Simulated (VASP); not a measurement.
# Al2Cu (P4/mmm) in VASP: further runs

The runs below take Al2Cu through single point, with r2SCAN.

Program: VASP 6.6.1. These are calculated values, not measurements. Logs are shortened: lines on timing, memory, paths and dates and some standing lists are left out, and cuts for length are marked.

### Step 1. The cell of the first run

The structure is tetragonal, space group P4/mmm (No. 123). The conventional cell has a = 4.316 Å, b = 4.316 Å, c = 2.559 Å, α = 90.00°, β = 90.00°, γ = 90.00°. Within 3.3 Å of Al (site symmetry mmm) lie 4 Cu at 2.51 Å and 6 Al at 2.56 to 3.05 Å. Within 3.3 Å of Cu (site symmetry 4/mmm) lie 8 Al at 2.51 Å and 2 Cu at 2.56 Å.

### Step 2. Single point, r2SCAN

File POSCAR:

```
Al2Cu
1.0
    4.3155973344      0.0000000000      0.0000000000
    0.0000000000      4.3155973344      0.0000000000
    0.0000000000      0.0000000000      2.5585430686
Al Cu
2 1
Direct
    0.5000000000      0.0000000000      0.5000000000
    0.0000000000      0.5000000000      0.5000000000
    0.0000000000      0.0000000000      0.0000000000
```

File INCAR.step1:

```
  ALGO = Normal
  EDIFF = 1E-4
  ENCUT = 520
  GGA = PE
  ISMEAR = 0
  LASPH = True
  LCHARG = False
  LREAL = False
  LWAVE = True
  NBANDS = 16
  NELM = 80
  PREC = Accurate
  SIGMA = 0.15
```

File INCAR.step2:

```
  ALGO = Normal
  EDIFF = 1E-7
  ENCUT = 520
  ISIF = 2
  ISMEAR = 0
  ISTART = 1
  LASPH = True
  LCHARG = False
  LMIXTAU = True
  LREAL = False
  LWAVE = False
  METAGGA = R2SCAN
  NBANDS = 16
  NELM = 80
  PREC = Accurate
  SIGMA = 0.15
```

File KPOINTS:

```
k-points
0
Gamma
  14 14 18
```

Potentials or basis: VASP PAW PBE potentials, release 64 (Al, Cu).

Started as:

```bash
cat potpaw_PBE.64/Al/POTCAR potpaw_PBE.64/Cu/POTCAR > POTCAR
cp INCAR.step1 INCAR
mpirun -np 1 vasp_std > vasp.out
cp INCAR.step2 INCAR
mpirun -np 1 vasp_std > vasp.out
```

OUTCAR:

```text
EDIFF = 1E-7
   ENCUT = 520
   ISIF = 2
   ISMEAR = 0
   ISTART = 1
   LASPH = True
   LREAL = False
   METAGGA = R2SCAN
   NELM = 80
   PREC = Accurate

 ion  position               nearest neighbor table
   1  0.500  0.000  0.500-   3 2.51   3 2.51   3 2.51   3 2.51   2 3.05   2 3.05   2 3.05   2 3.05

   2  0.000  0.500  0.500-   3 2.51   3 2.51   3 2.51   3 2.51   1 3.05   1 3.05   1 3.05   1 3.05

   3  0.000  0.000  0.000-   1 2.51   2 2.51   1 2.51   2 2.51   2 2.51   2 2.51   1 2.51   1 2.51

  LATTYP: Found a simple tetragonal cell.
 ALAT       =     4.3155973344
 C/A-ratio  =     0.5928595442

  Lattice vectors:

 A1 = (   4.3155973344,   0.0000000000,   0.0000000000)
 A2 = (   0.0000000000,   4.3155973344,   0.0000000000)
 A3 = (   0.0000000000,   0.0000000000,   2.5585430686)

Analysis of symmetry for initial positions (statically):
=====================================================================
 Subroutine PRICEL returns:
 Original cell was already a primitive cell.

 Routine SETGRP: Setting up the symmetry group for a
 simple tetragonal supercell.

 Subroutine GETGRP returns: Found 16 space group operations
 (whereof 16 operations were pure point group operations)
 out of a pool of 16 trial point group operations.

The static configuration has the point symmetry D_4h.

Analysis of symmetry for dynamics (positions and initial velocities):
=====================================================================
 Subroutine PRICEL returns:
 Original cell was already a primitive cell.

 Routine SETGRP: Setting up the symmetry group for a
 simple tetragonal supercell.

 Subroutine GETGRP returns: Found 16 space group operations
 (whereof 16 operations were pure point group operations)
 out of a pool of 16 trial point group operations.

The dynamic configuration has the point symmetry D_4h.

 Subroutine INISYM returns: Found 16 space group operations
 (whereof 16 operations are pure point group operations),
 and found     1 'primitive' translations

----------------------------------------------------------------------------------------

                                     Primitive cell

  volume of cell :      47.6513

  direct lattice vectors                    reciprocal lattice vectors
     4.315597334  0.000000000  0.000000000     0.231717633  0.000000000  0.000000000
     0.000000000  4.315597334  0.000000000     0.000000000  0.231717633  0.000000000
     0.000000000  0.000000000  2.558543069     0.000000000  0.000000000  0.390847437

  length of vectors
     4.315597334  4.315597334  2.558543069     0.231717633  0.231717633  0.390847437

  position of ions in fractional coordinates (direct lattice)
     0.500000000  0.000000000  0.500000000
     0.000000000  0.500000000  0.500000000
     0.000000000  0.000000000  0.000000000

  ion indices of the primitive-cell ions
   primitive index   ion index
                 1           1
                 2           2
                 3           3

----------------------------------------------------------------------------------------

 KPOINTS: k-points

Automatic generation of k-mesh.
 Grid dimensions read from file:
 generate k-points for:   14   14   18

 Generating k-lattice:

  Cartesian coordinates                     Fractional coordinates (reciprocal lattice)
     0.016551260  0.000000000  0.000000000     0.071428571  0.000000000  0.000000000
     0.000000000  0.016551260  0.000000000     0.000000000  0.071428571  0.000000000
     0.000000000  0.000000000  0.021713746     0.000000000  0.000000000  0.055555556

  Length of vectors
     0.016551260  0.016551260  0.021713746

  Shift w.r.t. Gamma in fractional coordinates (k-lattice)
     0.000000000  0.000000000  0.000000000

 Subroutine IBZKPT returns following result:
 ===========================================

 Found    360 irreducible k-points:

 Following reciprocal coordinates:
            Coordinates               Weight
  0.000000  0.000000  0.000000      1.000000
  0.071429  0.000000  0.000000      4.000000
  0.142857  0.000000  0.000000      4.000000
  0.214286  0.000000  0.000000      4.000000
  0.285714  0.000000  0.000000      4.000000
  0.357143  0.000000  0.000000      4.000000
[... 16 lines left out ...]
  0.285714  0.214286  0.000000      8.000000
  0.357143  0.214286  0.000000      8.000000
 [... further k-points ...]
   k-points           NKPTS =    360   k-points in BZ     NKDIM =    360   number of bands    NBANDS=     16
   number of dos      NEDOS =    301   number of ions     NIONS =      3
   total plane-waves  NPLWV =  20480
   dimension x,y,z NGX =    32 NGY =   32 NGZ =   20
   dimension x,y,z NGXF=    64 NGYF=   64 NGZF=   40
   ions per type =               2   1
   NGX,Y,Z   is equivalent  to a cutoff of  12.33, 12.33, 13.00 a.u.
   NGXF,Y,Z  is equivalent  to a cutoff of  24.65, 24.65, 25.99 a.u.
 SYSTEM =  unknown system
   PREC   = accura    normal or accurate (medium, high low for compatibility)
   ISTART =      1    job   : 0-new  1-cont  2-samecut
   ICHARG =      0    charge: 1-file 2-atom 10-const
   ISPIN  =      1    spin polarized calculation?
   LNONCOLLINEAR =      F non collinear calculations
   LSORBIT =      F    spin-orbit coupling
   LASPH  =      T    aspherical Exc in radial PAW
   ENCUT  =  520.0 eV  38.22 Ry    6.18 a.u.   8.02  8.02  4.76*2*pi/ulx,y,z
   NELM   =     80;   NELMIN=  2; NELMDL=  0     # of ELM steps
   EDIFF  = 0.1E-06   stopping-criterion for ELM
   LREAL  =      F    real-space projection
   EDIFFG = 0.1E-05   stopping-criterion for IOM
   NSW    =      0    number of steps for IOM
   IBRION =     -1    ionic relax: 0-MD 1-quasi-New 2-CG
   NFREE  =      0    steps in history (QN), initial steepest desc. (CG)
   ISIF   =      2    stress and relaxation
   ISYM   =      2    0-nonsym 1-usesym 2-fastsym
   POTIM  = 0.5000    time-step for ionic-motion
   TEBEG  =    0.0;   TEEND  =   0.0 temperature during run
   PSTRESS=    0.0 pullay stress
   NELECT =      17.0000    total number of electrons
   NUPDOWN=      -1.0000    fix difference up-down
   EMIN   =  10.00;   EMAX   =-10.00  energy-range for DOS
   EFERMI =   0.00;   METHOD = LEGACY
   ISMEAR =     0;   SIGMA  =   0.15  broadening in eV -4-tet -1-fermi 0-gaus
   EFERMI_NEDOS =   21; number of points for ismear=-14 and -15
   IALGO  =     38    algorithm
   IMIX   =      4    mixing-type and parameters
     AMIX     =   0.40;   BMIX     =  1.00
     AMIX_MAG =   1.60;   BMIX_MAG =  1.00
  volume/ion in A,a.u.               =      15.88       107.19
  Fermi-wavevector in a.u.,A,eV,Ry     =   1.161091  2.194144 18.342456  1.348132
  Thomas-Fermi vector in A             =   2.297667
   LORBIT       =      0    0 simple, 1 ext, 2 COOP (PROOUT), +10 PAW based schemes
   METAGGA = R2SCAN    functional components
   LHFCALC =     F    Hartree Fock is set to
   AEXX    =    0.0000 exact exchange contribution
   IVDW    =     0    specifies the selected vdW correction
   LEPSILON=     F    determine dielectric tensor
   LRPA    =     F    only Hartree local field effects (RPA)
 non-spin polarized calculation
 Gauss-broadening in eV      SIGMA  =   0.15
  energy-cutoff  :      520.00
  volume of cell :       47.65
 maximum number of plane-waves:      1308
   NGX = 17   NGY = 17   NGZ =  9

 number of electron      16.9999990 magnetization

 Free energy of the ion-electron system (eV)
  ---------------------------------------------------
  ext. energy  EPLUGINS =         0.00000000
  ---------------------------------------------------
  free energy    TOTEN  =       -24.16020207 eV

  energy without entropy =      -24.14679947  energy(sigma->0) =      -24.15350077

 E-fermi :   7.4616     XC(G=0): -11.1836

 val. band max:        7.4610283340   @ k =   0.0714   0.0000   0.2778
 cond. band min:       7.4624880880   @ k =   0.2143   0.0714   0.1111
 fundamental gap:      0.0014597540
 Fermi energy:         7.4616189820

 k-point     1 :       0.0000    0.0000    0.0000
  band No.  band energies     occupation
      1      -4.0018      2.00000
      2       1.1390      2.00000
      3       1.8770      2.00000
      4       2.7035      2.00000
      5       3.3756      2.00000
      6       3.3756      2.00000
[... 8 lines left out ...]
     15      18.7381      0.00000
     16      22.9327      0.00000

 k-point     2 :       0.0714    0.0000    0.0000
  band No.  band energies     occupation
      1      -3.9611      2.00000
      2       1.0984      2.00000
      3       1.8629      2.00000
      4       2.6848      2.00000
      5       3.3754      2.00000
      6       3.3757      2.00000
[... 8 lines left out ...]
     15      18.7753      0.00000
     16      22.9684      0.00000

 k-point     3 :       0.1429    0.0000    0.0000
  band No.  band energies     occupation
      1      -3.8397      2.00000
      2       0.9425      2.00000
      3       1.8255      2.00000
      4       2.6381      2.00000
      5       3.1674      2.00000
      6       3.3748      2.00000
[... 8 lines left out ...]
     15      18.8856      0.00000
     16      22.9559      0.00000

 k-point     4 :       0.2143    0.0000    0.0000
  band No.  band energies     occupation
      1      -3.6408      2.00000
      2       0.6033      2.00000
      3       1.7871      2.00000
      4       2.5810      2.00000
      5       2.8053      2.00000
      6       3.3739      2.00000
[... 8 lines left out ...]
     15      19.0648      0.00000
     16      22.1264      0.00000

 k-point     5 :       0.2857    0.0000    0.0000
  band No.  band energies     occupation
      1      -3.3715      2.00000
      2       0.0967      2.00000
      3       1.7705      2.00000
      4       2.5275      2.00000
      5       2.6155      2.00000
      6       3.3730      2.00000
[... 8 lines left out ...]
     15      19.3032      0.00000
     16      20.6923      0.00000

 k-point     6 :       0.3571    0.0000    0.0000
  band No.  band energies     occupation
      1      -3.0489      2.00000
      2      -0.4653      2.00000
      3       1.7721      2.00000
      4       2.4857      2.00000
      5       2.5327      2.00000
      6       3.3721      2.00000
[... 8 lines left out ...]
     15      19.5181      0.00000
     16      19.5792      0.00000

 k-point     7 :       0.4286    0.0000    0.0000
  band No.  band energies     occupation
      1      -2.7238      2.00000
      2      -0.9568      2.00000
      3       1.7789      2.00000
      4       2.4595      2.00000
      5       2.5005      2.00000
      6       3.3715      2.00000
[... 8 lines left out ...]
     15      19.8388      0.00000
     16      20.5646      0.00000

 k-point     8 :       0.5000    0.0000    0.0000
  band No.  band energies     occupation
      1      -2.5571      2.00000
      2      -1.1821      2.00000
      3       1.7821      2.00000
      4       2.4505      2.00000
      5       2.4923      2.00000
      6       3.3713      2.00000
[... 8 lines left out ...]
     15      20.4143      0.00000
     16      20.4819      0.00000

 k-point     9 :       0.0714    0.0714    0.0000
  band No.  band energies     occupation
      1      -3.9203      2.00000
      2       1.0644      2.00000
      3       1.8462      2.00000
      4       2.6626      2.00000
      5       3.3754      2.00000
      6       3.3755      2.00000
[... 8 lines left out ...]
     15      18.8126      0.00000
     16      23.0116      0.00000
[... 172 lines left out ...]
 k-point    19 :       0.3571    0.1429    0.0000
  band No.  band energies     occupation
      1      -2.8823      2.00000
      2      -0.3498      2.00000
      3       1.6445      2.00000
      4       2.3546      2.00000
      5       2.5859      2.00000
      6       3.3725      2.00000
[... 8 lines left out ...]
     15      19.7373      0.00000
     16      20.5925      0.00000

 k-point    20 :       0.4286    0.1429    0.0000
  band No.  band energies     occupation
      1      -2.5528      2.00000
      2      -0.8340      2.00000
      3       1.6771      2.00000
      4       2.3449      2.00000
      5       2.5183      2.00000
      6       3.3719      2.00000
[... 8 lines left out ...]
     15      20.0036      0.00000
     16      20.5801      0.00000

 k-point    21 :       0.5000    0.1429    0.0000
  band No.  band energies     occupation
      1      -2.3818      2.00000
      2      -1.0606      2.00000
      3       1.6910      2.00000
      4       2.3440      2.00000
      5       2.4951      2.00000
      6       3.3717      2.00000
[... 8 lines left out ...]
     15      19.7093      0.00000
     16      20.1284      0.00000

 k-point    22 :       0.2143    0.2143    0.0000
  band No.  band energies     occupation
      1      -3.2772      2.00000
      2       0.5511      2.00000
      3       1.4729      2.00000
      4       2.3567      2.00000
      5       2.9523      2.00000
      6       3.1206      2.00000
[... 8 lines left out ...]
     15      19.3986      0.00000
     16      21.6434      0.00000

 k-point    23 :       0.2857    0.2143    0.0000
  band No.  band energies     occupation
      1      -3.0051      2.00000
      2       0.2587      2.00000
      3       1.3800      2.00000
      4       2.2888      2.00000
      5       2.7514      2.00000
      6       3.1662      2.00000
[... 8 lines left out ...]
     15      20.0081      0.00000
     16      20.7305      0.00000

 k-point    24 :       0.3571    0.2143    0.0000
  band No.  band energies     occupation
      1      -2.6772      2.00000
      2      -0.2176      2.00000
      3       1.4184      2.00000
      4       2.2447      2.00000
      5       2.6067      2.00000
      6       3.2668      2.00000
[... 8 lines left out ...]
     15      19.9310      0.00000
     16      20.9240      0.00000

 [... further k-points ...]
[... 5 lines left out ...]
  --------------------------------------------------------------------------------------
  -------------------------------------------------------------------------------------
  Total       -0.5504263     -0.5504263      4.2549600      0.0000000     -0.0000000      0.0000000
  in kB      -18.5069642    -18.5069642    143.0643732      0.0000000     -0.0000000      0.0000000
  external PRESSURE =      35.3501483 kB  Pullay stress =       0.0000000 kB

 VOLUME and BASIS-vectors are now :
 -----------------------------------------------------------------------------
  energy-cutoff  :      520.00
  volume of cell :       47.65
      direct lattice vectors                 reciprocal lattice vectors
     4.315597334  0.000000000  0.000000000     0.231717633  0.000000000  0.000000000
     0.000000000  4.315597334  0.000000000     0.000000000  0.231717633  0.000000000
     0.000000000  0.000000000  2.558543069     0.000000000  0.000000000  0.390847437

 POSITION                                       TOTAL-FORCE (eV/Angst)
 -----------------------------------------------------------------------------------
      2.15780      0.00000      1.27927         0.000000      0.000000      0.000000
      0.00000      2.15780      1.27927         0.000000      0.000000      0.000000
      0.00000      0.00000      0.00000         0.000000      0.000000      0.000000
 -----------------------------------------------------------------------------------
    total drift:                               -0.000000     -0.000000      0.000000

  FREE ENERGIE OF THE ION-ELECTRON SYSTEM (eV)
  ---------------------------------------------------
  free  energy   TOTEN  =       -24.1602020654 eV

  energy  without entropy=      -24.1467994686  energy(sigma->0) =      -24.15350077
```

Run time: 4.4 min. Hardware: 1 thread of Intel Xeon 6975P-C (Granite Rapids), shared host; peak memory 0.37 GiB.

What came out:

```
Free energy            : -24.1602 eV
Pressure               : 3.5 GPa
Band gap on the k mesh : zero (an odd number of electrons rules out a gap without spin polarisation)
```

Levels at points of the mesh, in eV from the Fermi level:
| k point | band 7 | band 8 | band 9 | band 10 | band 11 | band 12 |
| --- | --- | --- | --- | --- | --- | --- |
| (0.00, 0.00, 0.00) | -3.56 | -3.56 | -1.34 | 0.21 | 4.62 | 4.62 |
| (0.50, 0.00, 0.00) | -4.08 | -2.40 | 0.51 | 0.68 | 0.73 | 7.14 |
| (0.50, 0.50, 0.00) | -4.09 | -4.09 | -2.83 | 7.73 | 7.73 | 8.15 |
| (0.00, 0.00, 0.50) | -2.61 | 1.37 | 2.61 | 2.61 | 3.37 | 3.37 |
| (0.50, 0.00, 0.50) | -3.29 | -1.96 | -0.82 | 3.74 | 4.52 | 5.09 |
| (0.50, 0.50, 0.50) | -2.74 | -2.74 | 0.14 | 0.32 | 0.83 | 0.83 |

Caveat: the stress differs along the axes, from -2 to 14 GPa; the PAW data sets were made with another functional, which shifts forces and pressure a little.

(Part 1 of 2 ends here.)

The gap in the log of VASP goes by the Fermi energy; the results here count the filled bands.